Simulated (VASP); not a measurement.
# SnO2 (Cassiterite) (P4_2/mnm) in VASP: a series of runs, part 2 of 2

VASP 6.6.1. Earlier steps stand in the parts before.

## 4. Single point, PBE

INCAR reads:

```
ALGO = Normal
EDIFF = 1E-6
ENCUT = 520
GGA = PE
ISIF = 2
ISMEAR = 0
LASPH = True
LCHARG = False
LREAL = False
LWAVE = False
NBANDS = 35
NELM = 80
PREC = Accurate
SIGMA = 0.01
```

KPOINTS reads:

```
k-points
0
Gamma
  4 4 4
```

POSCAR reads:

```
SnO2
1.0
    4.7380000000      0.0000000000      0.0000000000
    0.0000000000      4.7380000000      0.0000000000
    0.0000000000      0.0000000000      3.1865000000
Sn O
2 4
Direct
    0.0000000000      0.0000000000      0.0000000000
    0.5000000000      0.5000000000      0.5000000000
    0.3071000000      0.3071000000      0.0000000000
    0.1929000000      0.8071000000      0.5000000000
    0.6929000000      0.6929000000      0.0000000000
    0.8071000000      0.1929000000      0.5000000000
```

Potentials or basis: VASP PAW PBE potentials, release 64 (Sn_d, O).

On the command line:

```sh
> cat potpaw_PBE.64/Sn_d/POTCAR potpaw_PBE.64/O/POTCAR > POTCAR
> mpirun -np 1 vasp_std > vasp.out
```

OUTCAR:

```text
EDIFF = 1E-6
   ENCUT = 520
   GGA = PE
   ISIF = 2
   ISMEAR = 0
   LASPH = True
   LREAL = False
   NELM = 80
   PREC = Accurate

 ion  position               nearest neighbor table
   1  0.000  0.000  0.000-   4 2.05   6 2.05   4 2.05   6 2.05   5 2.06   3 2.06   2 3.71   2 3.71
                             2 3.71   2 3.71   2 3.71   2 3.71   2 3.71   2 3.71
   2  0.500  0.500  0.500-   3 2.05   5 2.05   3 2.05   5 2.05   4 2.06   6 2.06   1 3.71   1 3.71
                             1 3.71   1 3.71   1 3.71   1 3.71   1 3.71   1 3.71
   3  0.307  0.307  0.000-   2 2.05   2 2.05   1 2.06
   4  0.193  0.807  0.500-   1 2.05   1 2.05   2 2.06
   5  0.693  0.693  0.000-   2 2.05   2 2.05   1 2.06
   6  0.807  0.193  0.500-   1 2.05   1 2.05   2 2.06

  LATTYP: Found a simple tetragonal cell.
 ALAT       =     4.7380000000
 C/A-ratio  =     0.6725411566

  Lattice vectors:

 A1 = (   4.7380000000,   0.0000000000,   0.0000000000)
 A2 = (   0.0000000000,   4.7380000000,   0.0000000000)
 A3 = (   0.0000000000,   0.0000000000,   3.1865000000)

Analysis of symmetry for initial positions (statically):
=====================================================================
 Subroutine PRICEL returns:
 Original cell was already a primitive cell.

 Routine SETGRP: Setting up the symmetry group for a
 simple tetragonal supercell.

 Subroutine GETGRP returns: Found 16 space group operations
 (whereof  8 operations were pure point group operations)
 out of a pool of 16 trial point group operations.

The static configuration has the point symmetry D_2h.
 The point group associated with its full space group is D_4h.

Analysis of symmetry for dynamics (positions and initial velocities):
=====================================================================
[... 130 lines left out ...]
   IMIX   =      4    mixing-type and parameters
     AMIX     =   0.40;   BMIX     =  1.00
     AMIX_MAG =   1.60;   BMIX_MAG =  1.00
  volume/ion in A,a.u.               =      11.92        80.45
  Fermi-wavevector in a.u.,A,eV,Ry     =   1.472000  2.781677 29.480903  2.166785
  Thomas-Fermi vector in A             =   2.587068
   LORBIT       =      0    0 simple, 1 ext, 2 COOP (PROOUT), +10 PAW based schemes
   GGA     = PE    functional components
   LHFCALC =     F    Hartree Fock is set to
   AEXX    =    0.0000 exact exchange contribution
   IVDW    =     0    specifies the selected vdW correction
   LEPSILON=     F    determine dielectric tensor
   LRPA    =     F    only Hartree local field effects (RPA)
 non-spin polarized calculation
 Gauss-broadening in eV      SIGMA  =   0.01
  energy-cutoff  :      520.00
  volume of cell :       71.53
 maximum number of plane-waves:      1992
 NGX is ok and might be reduce to    36
   NGX = 17   NGY = 17   NGZ = 11

 number of electron      51.9999993 magnetization

 Free energy of the ion-electron system (eV)
  ---------------------------------------------------
  ext. energy  EPLUGINS =         0.00000000
  ---------------------------------------------------
  free energy    TOTEN  =       -37.14961633 eV

  energy without entropy =      -37.14961633  energy(sigma->0) =      -37.14961633

 E-fermi :   6.2457     XC(G=0): -11.2570

 val. band max:        6.1457083454   @ k =   0.0000   0.0000   0.0000
 cond. band min:       7.4167789644   @ k =   0.0000   0.0000   0.0000
 fundamental gap:      1.2710706190
 Fermi energy:         6.2456766225

 k-point     1 :       0.0000    0.0000    0.0000
  band No.  band energies     occupation
      1     -14.9633      2.00000
      2     -14.1856      2.00000
      3     -13.9031      2.00000
      4     -13.8808      2.00000
      5     -13.8808      2.00000
      6     -13.8012      2.00000
[... 673 lines left out ...]
     34      17.3616      0.00000
     35      19.3415      0.00000

------------------------ aborting loop because EDIFF is reached ----------------------------------------

  FORCE on cell =-STRESS in cart. coord.  units (eV):
  Direction    XX          YY          ZZ          XY          YZ          ZX
  --------------------------------------------------------------------------------------
  -------------------------------------------------------------------------------------
  Total        4.7405456      4.7405456      6.2890134      0.0000000      0.0000000      0.0000000
  in kB      106.1780823    106.1780823    140.8604482      0.0000000      0.0000000      0.0000000
  external PRESSURE =     117.7388709 kB  Pullay stress =       0.0000000 kB

 VOLUME and BASIS-vectors are now :
 -----------------------------------------------------------------------------
  energy-cutoff  :      520.00
  volume of cell :       71.53
      direct lattice vectors                 reciprocal lattice vectors
     4.738000000  0.000000000  0.000000000     0.211059519  0.000000000  0.000000000
     0.000000000  4.738000000  0.000000000     0.000000000  0.211059519  0.000000000
     0.000000000  0.000000000  3.186500000     0.000000000  0.000000000  0.313823945

 POSITION                                       TOTAL-FORCE (eV/Angst)
 -----------------------------------------------------------------------------------
      0.00000      0.00000      0.00000        -0.000000     -0.000000      0.000000
      2.36900      2.36900      1.59325        -0.000000     -0.000000      0.000000
      1.45504      1.45504      0.00000        -0.209770     -0.209770      0.000000
      0.91396      3.82404      1.59325         0.209770     -0.209770      0.000000
      3.28296      3.28296      0.00000         0.209770      0.209770      0.000000
      3.82404      0.91396      1.59325        -0.209770      0.209770      0.000000
 -----------------------------------------------------------------------------------
    total drift:                               -0.000000      0.000000      0.000000

  FREE ENERGIE OF THE ION-ELECTRON SYSTEM (eV)
  ---------------------------------------------------
  free  energy   TOTEN  =       -37.1496163303 eV

  energy  without entropy=      -37.1496163303  energy(sigma->0) =      -37.14961633
```

OSZICAR:

```text
N       E                     dE             d eps       ncg     rms          rms(c)
DAV:   1     0.646230068117E+03    0.64623E+03   -0.25452E+04  1419   0.234E+03
DAV:   2     0.581342968544E+02   -0.58810E+03   -0.55200E+03  1380   0.623E+02
DAV:   3    -0.384816120844E+02   -0.96616E+02   -0.95114E+02  1366   0.209E+02
DAV:   4    -0.432912653488E+02   -0.48097E+01   -0.47823E+01  1615   0.506E+01
DAV:   5    -0.434143443614E+02   -0.12308E+00   -0.12296E+00  1586   0.841E+00    0.162E+01
DAV:   6    -0.370538134400E+02    0.63605E+01   -0.17668E+01  1966   0.631E+01    0.626E+00
DAV:   7    -0.371778063597E+02   -0.12399E+00   -0.20953E+00  1452   0.791E+00    0.325E+00
DAV:   8    -0.371561141841E+02    0.21692E-01   -0.16709E-01  1734   0.432E+00    0.761E-01
DAV:   9    -0.371488322882E+02    0.72819E-02   -0.35816E-02  2064   0.306E+00    0.130E-01
DAV:  10    -0.371494929927E+02   -0.66070E-03   -0.39114E-03  1482   0.469E-01    0.579E-02
DAV:  11    -0.371496186586E+02   -0.12567E-03   -0.21094E-04  1656   0.105E-01    0.133E-02
DAV:  12    -0.371496176690E+02    0.98961E-06   -0.12142E-05  1599   0.263E-02    0.774E-03
DAV:  13    -0.371496164053E+02    0.12637E-05   -0.36745E-06  1445   0.363E-02    0.162E-03
DAV:  14    -0.371496163303E+02    0.74990E-07   -0.63069E-07   823   0.616E-03
   1 F= -.37149616E+02 E0= -.37149616E+02  d E =-.349419E-47
```

It took 38 s on 1 thread of Intel Xeon Platinum 8488C (Sapphire Rapids), shared host; peak memory 0.18 GiB.

What came out:

```
Free energy            : -37.1496 eV
Pressure               : 11.8 GPa
Largest force          : 0.297 eV/Å
Band gap on the k mesh : 1.27 eV, direct
```

Forces on the atoms (eV/Å):
```
Sn   0.000  0.000  0.000
Sn   0.000  0.000  0.000
O   -0.210 -0.210  0.000
O    0.210 -0.210  0.000
O    0.210  0.210  0.000
O   -0.210  0.210  0.000
```

Levels at points of the mesh, in eV from the valence-band top:
| k point | band 23 | band 24 | band 25 | band 26 | band 27 | band 28 | band 29 | band 30 |
| --- | --- | --- | --- | --- | --- | --- | --- | --- |
| (0.00, 0.00, 0.00) | -1.23 | -0.78 | -0.78 | 0.00 | 1.27 | 6.15 | 6.35 | 6.35 |
| (0.50, 0.00, 0.00) | -1.19 | -1.19 | -0.64 | -0.64 | 4.44 | 4.44 | 7.09 | 7.09 |
| (0.50, 0.50, 0.00) | -1.31 | -1.31 | -0.90 | -0.90 | 4.84 | 4.84 | 7.52 | 7.52 |
| (0.00, 0.00, 0.50) | -1.66 | -1.66 | -1.26 | -1.26 | 6.23 | 6.23 | 9.78 | 9.78 |
| (0.50, 0.00, 0.50) | -1.10 | -1.10 | -0.69 | -0.69 | 6.51 | 6.51 | 8.07 | 8.07 |
| (0.50, 0.50, 0.50) | -0.97 | -0.97 | -0.84 | -0.84 | 4.92 | 4.92 | 8.88 | 8.88 |

Caveat: the k points lie up to 0.49 Å⁻¹ apart; spin-orbit coupling is left out, which moves the levels of the heavy elements. A hybrid or GW would open this gap; PBE tends to underestimate it.

## 5. Single point, PBE

INCAR reads:

```
  PREC = Accurate
  ENCUT = 520
  EDIFF = 1E-6
  ISMEAR = 0
  SIGMA = 0.01
  LREAL = False
  LASPH = True
  NELM = 100
  ALGO = Normal
  ISIF = 2
  LWAVE = False
  LCHARG = False
  GGA = PE
  NBANDS = 35
```

KPOINTS reads:

```
regular mesh
0
Gamma
  6 6 10
```

POSCAR is that of step 4.

On the command line:

```sh
> cat potpaw_PBE.64/Sn_d/POTCAR potpaw_PBE.64/O/POTCAR > POTCAR
> mpirun -np 1 vasp_std > vasp.out
```

Run time: 2.3 min. Hardware: 1 thread of Intel Xeon Platinum 8488C (Sapphire Rapids), shared host; peak memory 0.25 GiB.

It converged, with:

```yaml
Free_energy: -37.1595 eV
Pressure: 11.8 GPa
Largest_force: 0.294 eV/Å
Band_gap_on_the_k_mesh: 1.27 eV, direct
```

Forces on the atoms (eV/Å):
```
Sn   0.000  0.000  0.000
Sn   0.000  0.000  0.000
O   -0.208 -0.208  0.000
O    0.208 -0.208  0.000
O    0.208  0.208  0.000
O   -0.208  0.208  0.000
```

Stress tensor (GPa, compression positive):
```
10.70  0.00  0.00
 0.00 10.70  0.00
 0.00  0.00 14.00
```

Levels at points of the mesh, in eV from the valence-band top:
```csv
k point,band 23,band 24,band 25,band 26,band 27,band 28,band 29,band 30
"(0.00, 0.00, 0.00)",-1.23,-0.78,-0.78,0.00,1.27,6.15,6.35,6.35
"(0.50, 0.00, 0.00)",-1.19,-1.19,-0.64,-0.64,4.44,4.44,7.09,7.09
"(0.50, 0.50, 0.00)",-1.31,-1.31,-0.90,-0.90,4.84,4.84,7.53,7.53
"(0.00, 0.00, 0.50)",-1.66,-1.66,-1.26,-1.26,6.23,6.23,9.78,9.78
"(0.50, 0.00, 0.50)",-1.10,-1.10,-0.70,-0.70,6.51,6.51,8.07,8.07
"(0.50, 0.50, 0.50)",-0.97,-0.97,-0.84,-0.84,4.92,4.92,8.88,8.88
```

Caveat: spin-orbit coupling is left out, which moves the levels of the heavy elements.

## 6. Summary

```csv
k mesh,gap on the mesh (eV),pressure (GPa),largest force (eV/Å)
2 × 2 × 2,1.23,11.8,0.40
2 × 2 × 4,1.26,11.5,0.27
4 × 4 × 4,1.27,11.8,0.30
6 × 6 × 10,1.27,11.8,0.29
```

Alike in all rows: task single point; level PBE; potentials or basis VASP PAW PBE potentials, release 64 (Sn_d, O); no spin polarisation; cell as given; cutoff (eV) 520; smearing gaussian 0.01 eV.

Caveats: some runs use coarse meshes; spin-orbit coupling is left out, which moves the levels of the heavy elements.

Total energies depend on the potentials used, so only differences within one code and one set of settings carry meaning.
